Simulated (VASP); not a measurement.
# Zr2SiC2 (Immm) in VASP: notebook

The runs below take Zr2SiC2 through single point, with PBE.

All numbers are computed with VASP 6.6.1; they aren't measurements. Logs are shortened: lines on timing, memory, paths and dates and some standing lists are left out, and cuts for length are marked.

## Step 1: The cell of the first run

Symmetry: Immm, No. 71, orthorhombic system. Conventional cell: a = 3.105 Å, b = 5.463 Å, c = 7.248 Å, α = 90.00°, β = 90.00°, γ = 90.00°. Zr (site symmetry mm2) has 6 C at 2.49 to 2.61 Å and 4 Si at 2.70 to 3.08 Å and 7 Zr at 2.83 to 3.24 Å within 3.3 Å. Within 2.8 Å of Si (site symmetry mmm) lie 4 C at 2.09 Å and 4 Zr at 2.70 Å. C (site symmetry m2m) has 2 Si at 2.09 Å and 6 Zr at 2.49 to 2.61 Å and 2 C at 2.68 to 2.79 Å within 2.8 Å.

## Step 2: Single point, PBE

INCAR

```
SYSTEM = Zr2SiC2
  PREC = Accurate
  ENCUT = 520
  EDIFF = 1E-7
  ISMEAR = 0
  SIGMA = 0.1
  LREAL = .False.
  LASPH = .True.
  NELM = 100
  ALGO = Normal
  ISIF = 2
  LWAVE = .False.
  LCHARG = .False.
  GGA = PE
  NBANDS = 26
```

KPOINTS

```
Automatic mesh
0
Gamma
  6 6 6
  0 0 0
```

POSCAR

```
Zr2SiC2
1.0
   -1.5524764807      3.6238446642      2.7315826236
    1.5524764807     -3.6238446642      2.7315826236
    1.5524764807      3.6238446642     -2.7315826236
Zr Si C
2 1 2
Direct
    0.6952318839      0.5000000000      0.1952318839
    0.3047681161      0.5000000000      0.8047681161
    0.0000000000      0.0000000000      0.0000000000
    0.2551078140      0.7551078140      0.5000000000
    0.7448921860      0.2448921860      0.5000000000
```

Potentials or basis: VASP PAW PBE potentials, release 64 (Zr_sv, Si, C).

The run is started by

```bash
$ cat potpaw_PBE.64/Zr_sv/POTCAR potpaw_PBE.64/Si/POTCAR potpaw_PBE.64/C/POTCAR > POTCAR
$ mpirun -np 1 vasp_std > vasp.out
```

OUTCAR:

```text
SYSTEM = Zr2SiC2
   PREC = Accurate
   ENCUT = 520
   EDIFF = 1E-7
   ISMEAR = 0
   LREAL = .False.
   LASPH = .True.
   NELM = 100
   ISIF = 2
   GGA = PE

 ion  position               nearest neighbor table
   1  0.695  0.500  0.195-   4 2.49   4 2.49   5 2.49   5 2.49   4 2.61   5 2.61   3 2.70   3 2.70
                             2 2.83   3 3.08   3 3.08   2 3.24   2 3.24   2 3.24   2 3.24
   2  0.305  0.500  0.805-   5 2.49   4 2.49   5 2.49   4 2.49   4 2.61   5 2.61   3 2.70   3 2.70
                             1 2.83   3 3.08   3 3.08   1 3.24   1 3.24   1 3.24   1 3.24
   3  0.000  0.000  0.000-   4 2.09   5 2.09   4 2.09   5 2.09   1 2.70   2 2.70   1 2.70   2 2.70
                             1 3.08   2 3.08   1 3.08   2 3.08
   4  0.255  0.755  0.500-   3 2.09   3 2.09   1 2.49   2 2.49   2 2.49   1 2.49   2 2.61   1 2.61

   5  0.745  0.245  0.500-   3 2.09   3 2.09   2 2.49   1 2.49   1 2.49   2 2.49   2 2.61   1 2.61

  LATTYP: Found a body centered orthorhombic cell.
 ALAT       =     3.1049529614
 B/A-ratio  =     1.7595001648
 C/A-ratio  =     2.3342348237

  Lattice vectors:

 A1 = (   1.5524764807,  -3.6238446642,  -2.7315826236)
 A2 = (  -1.5524764807,  -3.6238446642,   2.7315826236)
 A3 = (  -1.5524764807,   3.6238446642,  -2.7315826236)

Analysis of symmetry for initial positions (statically):
=====================================================================
 Subroutine PRICEL returns:
 Original cell was already a primitive cell.

 Routine SETGRP: Setting up the symmetry group for a
 body centered orthorhombic supercell.

 Subroutine GETGRP returns: Found  8 space group operations
 (whereof  8 operations were pure point group operations)
 out of a pool of  8 trial point group operations.

The static configuration has the point symmetry D_2h.

Analysis of symmetry for dynamics (positions and initial velocities):
=====================================================================
 Subroutine PRICEL returns:
 Original cell was already a primitive cell.

 Routine SETGRP: Setting up the symmetry group for a
 body centered orthorhombic supercell.

 Subroutine GETGRP returns: Found  8 space group operations
 (whereof  8 operations were pure point group operations)
 out of a pool of  8 trial point group operations.

The dynamic configuration has the point symmetry D_2h.

 Subroutine INISYM returns: Found  8 space group operations
 (whereof  8 operations are pure point group operations),
 and found     1 'primitive' translations

----------------------------------------------------------------------------------------

                                     Primitive cell

  volume of cell :      61.4708

  direct lattice vectors                    reciprocal lattice vectors
    -1.552476481  3.623844664  2.731582624     0.000000000  0.137975009  0.183044070
     1.552476481 -3.623844664  2.731582624     0.322066071  0.000000000  0.183044070
     1.552476481  3.623844664 -2.731582624     0.322066071  0.137975009  0.000000000

  length of vectors
     4.796246137  4.796246137  4.796246137     0.229220930  0.370447952  0.350376450

  position of ions in fractional coordinates (direct lattice)
     0.695231884  0.500000000  0.195231884
     0.304768116  0.500000000  0.804768116
     0.000000000  0.000000000  0.000000000
     0.255107814  0.755107814  0.500000000
     0.744892186  0.244892186  0.500000000

  ion indices of the primitive-cell ions
   primitive index   ion index
                 1           1
                 2           2
                 3           3
                 4           4
                 5           5

----------------------------------------------------------------------------------------

 KPOINTS: Automatic mesh

Automatic generation of k-mesh.
 Grid dimensions read from file:
 generate k-points for:    6    6    6

 Generating k-lattice:

  Cartesian coordinates                     Fractional coordinates (reciprocal lattice)
     0.000000000  0.022995835  0.030507345     0.166666667  0.000000000 -0.000000000
     0.053677678  0.000000000  0.030507345     0.000000000  0.166666667 -0.000000000
     0.053677678  0.022995835  0.000000000     0.000000000 -0.000000000  0.166666667

  Length of vectors
     0.038203488  0.061741325  0.058396075

  Shift w.r.t. Gamma in fractional coordinates (k-lattice)
     0.000000000  0.000000000  0.000000000

 Subroutine IBZKPT returns following result:
 ===========================================

 Found     46 irreducible k-points:

 Following reciprocal coordinates:
            Coordinates               Weight
  0.000000  0.000000  0.000000      1.000000
  0.166667  0.000000 -0.000000      4.000000
  0.333333  0.000000  0.000000      4.000000
  0.500000  0.000000  0.000000      2.000000
  0.000000  0.166667 -0.000000      4.000000
  0.166667  0.166667 -0.000000      8.000000
[... 16 lines left out ...]
 -0.166667  0.166667  0.166667      2.000000
  0.166667  0.333333  0.166667      4.000000
 [... further k-points ...]
   k-points           NKPTS =     46   k-points in BZ     NKDIM =     46   number of bands    NBANDS=     26
   number of dos      NEDOS =    301   number of ions     NIONS =      5
   total plane-waves  NPLWV =  46656
   dimension x,y,z NGX =    36 NGY =   36 NGZ =   36
   dimension x,y,z NGXF=    72 NGYF=   72 NGZF=   72
   ions per type =               2   1   2
   NGX,Y,Z   is equivalent  to a cutoff of  12.48, 12.48, 12.48 a.u.
   NGXF,Y,Z  is equivalent  to a cutoff of  24.96, 24.96, 24.96 a.u.
 SYSTEM =  Zr2SiC2
   PREC   = accura    normal or accurate (medium, high low for compatibility)
   ISTART =      0    job   : 0-new  1-cont  2-samecut
   ICHARG =      2    charge: 1-file 2-atom 10-const
   ISPIN  =      1    spin polarized calculation?
   LNONCOLLINEAR =      F non collinear calculations
   LSORBIT =      F    spin-orbit coupling
   LASPH  =      T    aspherical Exc in radial PAW
   ENCUT  =  520.0 eV  38.22 Ry    6.18 a.u.   8.92  8.92  8.92*2*pi/ulx,y,z
   NELM   =    100;   NELMIN=  2; NELMDL= -5     # of ELM steps
   EDIFF  = 0.1E-06   stopping-criterion for ELM
   LREAL  =      F    real-space projection
   EDIFFG = 0.1E-05   stopping-criterion for IOM
   NSW    =      0    number of steps for IOM
   IBRION =     -1    ionic relax: 0-MD 1-quasi-New 2-CG
   NFREE  =      0    steps in history (QN), initial steepest desc. (CG)
   ISIF   =      2    stress and relaxation
   ISYM   =      2    0-nonsym 1-usesym 2-fastsym
   POTIM  = 0.5000    time-step for ionic-motion
   TEBEG  =    0.0;   TEEND  =   0.0 temperature during run
   PSTRESS=    0.0 pullay stress
   NELECT =      36.0000    total number of electrons
   NUPDOWN=      -1.0000    fix difference up-down
   EMIN   =  10.00;   EMAX   =-10.00  energy-range for DOS
   EFERMI =   0.00;   METHOD = LEGACY
   ISMEAR =     0;   SIGMA  =   0.10  broadening in eV -4-tet -1-fermi 0-gaus
   EFERMI_NEDOS =   21; number of points for ismear=-14 and -15
   IALGO  =     38    algorithm
   IMIX   =      4    mixing-type and parameters
     AMIX     =   0.40;   BMIX     =  1.00
     AMIX_MAG =   1.60;   BMIX_MAG =  1.00
  volume/ion in A,a.u.               =      12.29        82.97
  Fermi-wavevector in a.u.,A,eV,Ry     =   1.369681  2.588321 25.524875  1.876025
  Thomas-Fermi vector in A             =   2.495534
   LORBIT       =      0    0 simple, 1 ext, 2 COOP (PROOUT), +10 PAW based schemes
   GGA     = PE    functional components
   LHFCALC =     F    Hartree Fock is set to
   AEXX    =    0.0000 exact exchange contribution
   IVDW    =     0    specifies the selected vdW correction
   LEPSILON=     F    determine dielectric tensor
   LRPA    =     F    only Hartree local field effects (RPA)
 non-spin polarized calculation
 Gauss-broadening in eV      SIGMA  =   0.10
  energy-cutoff  :      520.00
  volume of cell :       61.47
 maximum number of plane-waves:      1678
   NGX = 17   NGY = 17   NGZ = 17

 number of electron      36.0000000 magnetization

 Free energy of the ion-electron system (eV)
  ---------------------------------------------------
  ext. energy  EPLUGINS =         0.00000000
  ---------------------------------------------------
  free energy    TOTEN  =       -41.77575988 eV

  energy without entropy =      -41.77256710  energy(sigma->0) =      -41.77416349

 E-fermi :  11.3654     XC(G=0): -12.3414

 val. band max:       11.3380094369   @ k =  -0.1667   0.1667   0.1667
 cond. band min:      11.4056803907   @ k =   0.5000  -0.3333   0.3333
 fundamental gap:      0.0676709537
 Fermi energy:        11.3654191437

 k-point     1 :       0.0000    0.0000    0.0000
  band No.  band energies     occupation
      1     -37.4616      2.00000
      2     -37.2748      2.00000
      3     -15.9074      2.00000
      4     -15.8711      2.00000
      5     -15.3118      2.00000
      6     -15.1934      2.00000
[... 18 lines left out ...]
     25      16.1834      0.00000
     26      16.2072      0.00000

 k-point     2 :       0.1667    0.0000   -0.0000
  band No.  band energies     occupation
      1     -37.4526      2.00000
      2     -37.2838      2.00000
      3     -15.9228      2.00000
      4     -15.8440      2.00000
      5     -15.3472      2.00000
      6     -15.1874      2.00000
[... 18 lines left out ...]
     25      15.9971      0.00000
     26      16.3955      0.00000

 k-point     3 :       0.3333    0.0000    0.0000
  band No.  band energies     occupation
      1     -37.4311      2.00000
      2     -37.3055      2.00000
      3     -15.9522      2.00000
      4     -15.7710      2.00000
      5     -15.4443      2.00000
      6     -15.1688      2.00000
[... 572 lines left out ...]
 k-point    23 :      -0.1667    0.1667    0.1667
  band No.  band energies     occupation
      1     -37.3852      2.00000
      2     -37.2444      2.00000
      3     -15.8486      2.00000
      4     -15.6464      2.00000
      5     -15.6414      2.00000
      6     -15.5965      2.00000
[... 18 lines left out ...]
     25      16.1968      0.00000
     26      16.4487      0.00000

 k-point    24 :       0.1667    0.3333    0.1667
  band No.  band energies     occupation
      1     -37.3441      2.00000
      2     -37.2495      2.00000
      3     -15.9791      2.00000
      4     -15.8765      2.00000
      5     -15.8142      2.00000
      6     -15.4081      2.00000
[... 18 lines left out ...]
     25      16.7248      0.00000
     26      17.3519      0.00000

 [... further k-points ...]
[... 5 lines left out ...]
  --------------------------------------------------------------------------------------
  -------------------------------------------------------------------------------------
  Total        0.0996428      0.0954088      0.0671501      0.0000000      0.0000000      0.0000000
  in kB        2.5970941      2.4867384      1.7502013      0.0000000      0.0000000      0.0000000
  external PRESSURE =       2.2780113 kB  Pullay stress =       0.0000000 kB

 VOLUME and BASIS-vectors are now :
 -----------------------------------------------------------------------------
  energy-cutoff  :      520.00
  volume of cell :       61.47
      direct lattice vectors                 reciprocal lattice vectors
    -1.552476481  3.623844664  2.731582624     0.000000000  0.137975009  0.183044070
     1.552476481 -3.623844664  2.731582624     0.322066071  0.000000000  0.183044070
     1.552476481  3.623844664 -2.731582624     0.322066071  0.137975009  0.000000000

 POSITION                                       TOTAL-FORCE (eV/Angst)
 -----------------------------------------------------------------------------------
      0.00000      1.41498      2.73158        -0.000000      0.019391      0.000000
      1.55248      2.20886      0.00000         0.000000     -0.019391      0.000000
      0.00000      0.00000      0.00000         0.000000     -0.000000     -0.000000
      1.55248      0.00000      1.39370        -0.000000     -0.000000     -0.002407
      0.00000      3.62384      1.33789         0.000000     -0.000000      0.002407
 -----------------------------------------------------------------------------------
    total drift:                                0.000000      0.000000     -0.000000

  FREE ENERGIE OF THE ION-ELECTRON SYSTEM (eV)
  ---------------------------------------------------
  free  energy   TOTEN  =       -41.7757598792 eV

  energy  without entropy=      -41.7725671022  energy(sigma->0) =      -41.77416349
```

It took 38 s on 1 thread of Intel Xeon 6975P-C (Granite Rapids), shared host; peak memory 0.23 GiB.

What came out:

```yaml
Free_energy: -41.7758 eV
Pressure: 0.2 GPa
Largest_force: 0.019 eV/Å
Band_gap_on_the_k_mesh: zero (band 18 reaches 11.89 eV, above the bottom of band 19 at 10.78 eV)
```

Forces on the atoms (eV/Å):
```
Zr   0.000  0.019  0.000
Zr   0.000 -0.019  0.000
Si   0.000  0.000  0.000
C    0.000  0.000 -0.002
C    0.000  0.000  0.002
```

Stress tensor (GPa, compression positive):
```
0.26 0.00 0.00
0.00 0.25 0.00
0.00 0.00 0.18
```

Caveat: the k points lie up to 0.39 Å⁻¹ apart.

## Step 3: Single point, PBE

This run uses another cell than the first one, of 14.95 Å³/atom, 1.216 times its volume.

INCAR

```
PREC = Accurate ; ENCUT = 520
EDIFF = 1E-7 ; ISMEAR = 0
SIGMA = 0.1 ; LREAL = F
LASPH = T ; NELM = 100
ALGO = Normal ; ISIF = 2
LWAVE = F ; LCHARG = T
GGA = PE ; LELF = T
LVHAR = T ; NBANDS = 26
```

KPOINTS

```
Automatic mesh
0
Gamma
  6 6 6
```

POSCAR

```
Zr2SiC2
1.0
   -1.9560485700      2.4891501100      3.8387780600
    1.9560485700     -2.4891501100      3.8387780600
    1.9560485700      2.4891501100     -3.8387780600
Zr Si C
2 1 2
Direct
    0.7331632800      0.5000000000      0.2331632800
    0.2668367200      0.5000000000      0.7668367200
    0.0000000000      0.0000000000      0.0000000000
    0.2984594700      0.7984594700      0.5000000000
    0.7015405300      0.2015405300      0.5000000000
```

Potentials or basis: VASP PAW PBE potentials, release 64 (Zr_sv, Si, C).

The run is started by

```bash
$ cat potpaw_PBE.64/Zr_sv/POTCAR potpaw_PBE.64/Si/POTCAR potpaw_PBE.64/C/POTCAR > POTCAR
$ mpirun -np 1 vasp_std > vasp.out
```

Run time: 60 s. Hardware: 1 thread of Intel Xeon 6975P-C (Granite Rapids), shared host; peak memory 0.28 GiB.

The run converged. Its results:

```
Free energy            : -31.8452 eV
Pressure               : 12.2 GPa
Largest force          : 1.459 eV/Å
Band gap on the k mesh : zero (band 18 reaches 8.18 eV, above the bottom of band 19 at 7.80 eV)
```

Forces on the atoms (eV/Å):
```
Zr   0.000 -1.459  0.000
Zr   0.000  1.459  0.000
Si   0.000  0.000  0.000
C    0.000  0.000  0.293
C    0.000  0.000 -0.293
```

Stress tensor (GPa, compression positive):
```
 18.30   0.00   0.00
  0.00  52.22   0.00
  0.00   0.00 -33.85
```

Levels at points of the mesh, in eV from the Fermi level:
| k point | band 15 | band 16 | band 17 | band 18 | band 19 | band 20 | band 21 | band 22 |
| --- | --- | --- | --- | --- | --- | --- | --- | --- |
| (0.00, 0.00, 0.00) | -2.53 | -2.44 | -1.56 | -1.33 | 1.60 | 1.61 | 2.92 | 3.61 |
| (0.50, 0.00, 0.00) | -1.10 | -0.77 | -0.71 | -0.38 | 0.04 | 1.13 | 1.72 | 2.25 |
| (0.00, 0.50, 0.00) | -1.74 | -1.69 | -1.55 | -0.96 | 0.30 | 2.19 | 2.35 | 2.37 |
| (0.50, 0.50, 0.00) | -1.41 | -0.74 | -0.69 | -0.27 | 0.17 | 2.09 | 2.73 | 2.77 |
| (0.50, 0.50, 0.50) | -1.98 | -1.00 | -0.87 | -0.11 | 0.00 | 1.19 | 2.34 | 2.44 |

Caveat: forces of over 1 eV/Å act on the atoms, so gaps and moduli don't describe the material at rest.
